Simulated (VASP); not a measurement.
# Pd (P-1) in VASP: single point with PBE

Aim: the single point of Pd with PBE.

Program: VASP 6.6.1. These are calculated values, not measurements. Logs are shortened: lines on timing, memory, paths and dates and some standing lists are left out, and cuts for length are marked.

## (1) The cell of the first run

The typed cell holds 2 atoms: a = 4.380 Å, b = 4.234 Å, c = 5.815 Å, α = 91.97°, β = 84.10°, γ = 123.05°.

## (2) Single point, PBE

File INCAR:

```
SYSTEM = Pd
PREC = Accurate ; ENCUT = 500
EDIFF = 1E-6 ; ISMEAR = -1
SIGMA = 0.15 ; LREAL = .False.
LASPH = .True. ; NELM = 120
ALGO = Normal ; ISIF = 2
LWAVE = .False. ; LCHARG = .False.
GGA = PE ; NBANDS = 17
GGA_COMPAT = .False.
```

File KPOINTS:

```
Automatic mesh
0
Gamma
  2 2 1
  0.5 0.5 0
```

File POSCAR:

```
Pd
1.0
   -0.0326391076      3.3612145007     -2.8080850048
   -0.2190752434     -4.0437848640     -1.2361199287
   -5.7841341921      0.5760640734     -0.1760662055
Pd
2
Direct
    0.3630670000      0.4247250000      0.0681820000
    0.6678300000      1.0697800000      0.0567460000
```

Potentials or basis: VASP PAW PBE potentials, release 64 (Pd).

Command:

```sh
$ cat potpaw_PBE.64/Pd/POTCAR > POTCAR
$ mpirun -np 1 vasp_std > vasp.out
```

OUTCAR:

```text
SYSTEM = Pd
   PREC = Accurate
   ENCUT = 500
   EDIFF = 1E-6
   ISMEAR = -1
   LREAL = .False.
   LASPH = .True.
   NELM = 120
   ISIF = 2
   GGA = PE

 ion  position               nearest neighbor table
   1  0.363  0.425  0.068-   2 2.29   2 2.49   2 2.56
   2  0.668  0.070  0.057-   1 2.29   1 2.49   1 2.56

  LATTYP: Found a triclinic cell.
 ALAT       =     4.3799737014
 B/A-ratio  =     0.9667109300
 C/A-ratio  =     1.3277284066
 COS(alpha) =     0.0343038717
 COS(beta)  =     0.1028398974
 COS(gamma) =     0.5453464576

  Lattice vectors:

 A1 = (   0.0326391076,  -3.3612145007,   2.8080850048)
 A2 = (  -0.2190752434,  -4.0437848640,  -1.2361199287)
 A3 = (   5.7841341921,  -0.5760640734,   0.1760662055)

Analysis of symmetry for initial positions (statically):
=====================================================================
 Subroutine PRICEL returns:
 Original cell was already a primitive cell.

 Routine SETGRP: Setting up the symmetry group for a
 triclinic supercell.

 Subroutine GETGRP returns: Found  2 space group operations
 (whereof  1 operations were pure point group operations)
 out of a pool of  2 trial point group operations.

The static configuration has the point symmetry C_1 .
 The point group associated with its full space group is S_2 .

Analysis of symmetry for dynamics (positions and initial velocities):
=====================================================================
 Subroutine PRICEL returns:
 Original cell was already a primitive cell.

 Routine SETGRP: Setting up the symmetry group for a
 triclinic supercell.

 Subroutine GETGRP returns: Found  2 space group operations
 (whereof  1 operations were pure point group operations)
 out of a pool of  2 trial point group operations.

The dynamic configuration has the point symmetry C_1 .
 The point group associated with its full space group is S_2 .

 Subroutine INISYM returns: Found  2 space group operations
 (whereof  1 operations are pure point group operations),
 and found     1 'primitive' translations

----------------------------------------------------------------------------------------

                                     Primitive cell

  volume of cell :      89.8911

  direct lattice vectors                    reciprocal lattice vectors
    -0.032639108  3.361214501 -2.808085005     0.015842041  0.079110317 -0.261605444
    -0.219075243 -4.043784864 -1.236119929    -0.011412040 -0.180625197 -0.216071647
    -5.784134192  0.576064073 -0.176066205    -0.172543883  0.006394806  0.009659962

  length of vectors
     4.379973701  4.234168450  5.815415503     0.273764170  0.281855731  0.172932357

  position of ions in fractional coordinates (direct lattice)
     0.363067000  0.424725000  0.068182000
     0.667830000  0.069780000  0.056746000

  ion indices of the primitive-cell ions
   primitive index   ion index
                 1           1
                 2           2

----------------------------------------------------------------------------------------

 KPOINTS: Automatic mesh

Automatic generation of k-mesh.
 Grid dimensions read from file:
 generate k-points for:    2    2    1

 Generating k-lattice:

  Cartesian coordinates                     Fractional coordinates (reciprocal lattice)
     0.007921020  0.039555159 -0.130802722     0.500000000  0.000000000 -0.000000000
    -0.005706020 -0.090312598 -0.108035823     0.000000000  0.500000000  0.000000000
    -0.172543883  0.006394806  0.009659962    -0.000000000  0.000000000  1.000000000

  Length of vectors
     0.136882085  0.140927865  0.172932357

  Shift w.r.t. Gamma in fractional coordinates (k-lattice)
     0.500000000  0.500000000  0.000000000

 Subroutine IBZKPT returns following result:
 ===========================================

 Found      2 irreducible k-points:

 Following reciprocal coordinates:
            Coordinates               Weight
  0.250000  0.250000 -0.000000      2.000000
 -0.250000  0.250000 -0.000000      2.000000
   k-points           NKPTS =      2   k-points in BZ     NKDIM =      2   number of bands    NBANDS=     17
   number of dos      NEDOS =    301   number of ions     NIONS =      2
   total plane-waves  NPLWV =  43008
   dimension x,y,z NGX =    32 NGY =   32 NGZ =   42
   dimension x,y,z NGXF=    64 NGYF=   64 NGZF=   84
   ions per type =               2
   NGX,Y,Z   is equivalent  to a cutoff of  12.15, 12.56, 12.01 a.u.
   NGXF,Y,Z  is equivalent  to a cutoff of  24.29, 25.13, 24.01 a.u.
 SYSTEM =  Pd
   PREC   = accura    normal or accurate (medium, high low for compatibility)
   ISTART =      0    job   : 0-new  1-cont  2-samecut
   ICHARG =      2    charge: 1-file 2-atom 10-const
   ISPIN  =      1    spin polarized calculation?
   LNONCOLLINEAR =      F non collinear calculations
   LSORBIT =      F    spin-orbit coupling
   LASPH  =      T    aspherical Exc in radial PAW
   ENCUT  =  500.0 eV  36.75 Ry    6.06 a.u.   7.99  7.72 10.60*2*pi/ulx,y,z
   NELM   =    120;   NELMIN=  2; NELMDL= -5     # of ELM steps
   EDIFF  = 0.1E-05   stopping-criterion for ELM
   LREAL  =      F    real-space projection
   EDIFFG = 0.1E-04   stopping-criterion for IOM
   NSW    =      0    number of steps for IOM
   IBRION =     -1    ionic relax: 0-MD 1-quasi-New 2-CG
   NFREE  =      0    steps in history (QN), initial steepest desc. (CG)
   ISIF   =      2    stress and relaxation
   ISYM   =      2    0-nonsym 1-usesym 2-fastsym
   POTIM  = 0.5000    time-step for ionic-motion
   TEBEG  =    0.0;   TEEND  =   0.0 temperature during run
   PSTRESS=    0.0 pullay stress
   NELECT =      20.0000    total number of electrons
   NUPDOWN=      -1.0000    fix difference up-down
   EMIN   =  10.00;   EMAX   =-10.00  energy-range for DOS
   EFERMI =   0.00;   METHOD = LEGACY
   ISMEAR =    -1;   SIGMA  =   0.15  broadening in eV -4-tet -1-fermi 0-gaus
   EFERMI_NEDOS =   21; number of points for ismear=-14 and -15
   IALGO  =     38    algorithm
   IMIX   =      4    mixing-type and parameters
     AMIX     =   0.40;   BMIX     =  1.00
     AMIX_MAG =   1.60;   BMIX_MAG =  1.00
  volume/ion in A,a.u.               =      44.95       303.31
  Fermi-wavevector in a.u.,A,eV,Ry     =   0.992002  1.874612 13.389063  0.984068
  Thomas-Fermi vector in A             =   2.123783
   LORBIT       =      0    0 simple, 1 ext, 2 COOP (PROOUT), +10 PAW based schemes
   GGA     = PE    functional components
   LHFCALC =     F    Hartree Fock is set to
   AEXX    =    0.0000 exact exchange contribution
   IVDW    =     0    specifies the selected vdW correction
   LEPSILON=     F    determine dielectric tensor
   LRPA    =     F    only Hartree local field effects (RPA)
 non-spin polarized calculation
  energy-cutoff  :      500.00
  volume of cell :       89.89
 maximum number of plane-waves:      2289
   NGX = 15   NGY = 15   NGZ = 21

 number of electron      19.9999999 magnetization

 Free energy of the ion-electron system (eV)
  ---------------------------------------------------
  ext. energy  EPLUGINS =         0.00000000
  ---------------------------------------------------
  free energy    TOTEN  =        -7.04470366 eV

  energy without entropy =       -6.68096984  energy(sigma->0) =       -6.86283675

 E-fermi :  -0.4230     XC(G=0):  -6.6174

 val. band max:       -0.5227932871   @ k =   0.2500   0.2500  -0.0000
 cond. band min:      -0.3842415845   @ k =   0.2500   0.2500  -0.0000
 fundamental gap:      0.1385517025
 Fermi energy:        -0.4229640393

 k-point     1 :       0.2500    0.2500   -0.0000
  band No.  band energies     occupation
      1      -4.4911      2.00000
      2      -3.8723      2.00000
      3      -3.3576      2.00000
      4      -3.1183      2.00000
      5      -2.5580      2.00000
      6      -1.6963      1.99959
      7      -1.5150      1.99862
      8      -1.1213      1.98117
      9      -0.5228      1.32100
     10      -0.3842      0.87164
     11      -0.1120      0.22354
     12       2.4810      0.00000
     13       3.3924      0.00000
     14       5.6710      0.00000
     15       7.8384      0.00000
     16       8.2003      0.00000
     17       9.5780      0.00000

 k-point     2 :      -0.2500    0.2500   -0.0000
  band No.  band energies     occupation
      1      -4.1931      2.00000
      2      -3.9845      2.00000
      3      -3.4731      2.00000
      4      -3.1617      2.00000
      5      -2.5542      2.00000
      6      -1.7419      1.99970
      7      -1.7291      1.99967
      8      -1.3571      1.99606
      9      -1.1214      1.98118
     10      -0.7858      1.83653
     11      -0.7454      1.79131
     12       3.8426      0.00000
     13       4.4662      0.00000
     14       6.4048      0.00000
     15       7.2118      0.00000
     16       9.8070      0.00000
     17      10.2297      0.00000

------------------------ aborting loop because EDIFF is reached ----------------------------------------

  FORCE on cell =-STRESS in cart. coord.  units (eV):
  Direction    XX          YY          ZZ          XY          YZ          ZX
  --------------------------------------------------------------------------------------
  -------------------------------------------------------------------------------------
  Total       -1.0154870      1.9236398      2.2359156      0.3187720      2.9145932      0.0863712
  in kB      -18.0995748     34.2860719     39.8519335      5.6816462     51.9483716      1.5394413
  external PRESSURE =      18.6794769 kB  Pullay stress =       0.0000000 kB

 VOLUME and BASIS-vectors are now :
 -----------------------------------------------------------------------------
  energy-cutoff  :      500.00
  volume of cell :       89.89
      direct lattice vectors                 reciprocal lattice vectors
    -0.032639108  3.361214501 -2.808085005     0.015842041  0.079110317 -0.261605444
    -0.219075243 -4.043784864 -1.236119929    -0.011412040 -0.180625197 -0.216071647
    -5.784134192  0.576064073 -0.176066205    -0.172543883  0.006394806  0.009659962

 POSITION                                       TOTAL-FORCE (eV/Angst)
 -----------------------------------------------------------------------------------
     -0.49927     -0.45787     -1.55654         0.029269      0.313545      2.005363
     -0.36531      1.99523     -1.97157        -0.029269     -0.313545     -2.005363
 -----------------------------------------------------------------------------------
    total drift:                                0.000013      0.000015     -0.000008

  FREE ENERGIE OF THE ION-ELECTRON SYSTEM (eV)
  ---------------------------------------------------
  free  energy   TOTEN  =        -7.0447036561 eV

  energy  without entropy=       -6.6809698386  energy(sigma->0) =       -6.86283675
```

Wall time 4.8 s (1 thread of AMD EPYC 9R45 (Zen 5), shared host); peak memory 0.15 GiB.

What came out:

```yaml
Free_energy: -7.0447 eV
Pressure: 1.9 GPa
Largest_force: 2.030 eV/Å
Band_gap_on_the_k_mesh: zero (band 10 reaches -0.38 eV, above the bottom of band 11 at -0.75 eV)
```

Forces in eV/Å, atoms in the order of the input:
```
Pd   0.029  0.314  2.005
Pd  -0.029 -0.314 -2.005
```

Levels at points of the mesh, in eV from the Fermi level:
```tsv
k point	band 7	band 8	band 9	band 10	band 11	band 12	band 13	band 14
(0.25, 0.25, 0.00)	-1.09	-0.70	-0.10	0.04	0.31	2.90	3.82	6.09
```

Caveat: the k points lie up to 1.09 Å⁻¹ apart; forces of over 1 eV/Å act on the atoms, so gaps and moduli don't describe the material at rest.
